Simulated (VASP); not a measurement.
A run of VASP 6.6.1 is set up as follows.

File INCAR:

```
  PREC = Accurate
  ENCUT = 520
  EDIFF = 1E-6
  ISMEAR = 0
  SIGMA = 0.1
  LREAL = F
  LASPH = T
  NELM = 60
  ALGO = Normal
  ISIF = 2
  LWAVE = F
  LCHARG = F
  GGA = PE
  NBANDS = 16
```

Contents of KPOINTS:

```
Automatic mesh
0
Gamma
  12 12 12
```

Contents of POSCAR:

```
SrAlO
1.0
    3.7388952619      0.0000000000      0.0000000000
    0.0000000000      3.7388952619      0.0000000000
    0.0000000000      0.0000000000      4.0054631883
Sr Al O
1 1 1
Direct
    0.0000000000      0.0000000000      0.0000000000
    0.5000000000      0.5000000000      0.5000000000
    0.5000000000      0.5000000000      0.0000000000
```

Potentials or basis: VASP PAW PBE potentials, release 64 (Sr_sv, Al, O).

The run is started by

```sh
$ cat potpaw_PBE.64/Sr_sv/POTCAR potpaw_PBE.64/Al/POTCAR potpaw_PBE.64/O/POTCAR > POTCAR
$ mpirun -np 1 vasp_std > vasp.out
```

(1) Estimate the pressure.

## Answers

(1) 0.2 GPa.

Caveat: an odd number of electrons without spin polarisation forces a metal; a magnetic or distorted state may lie lower.
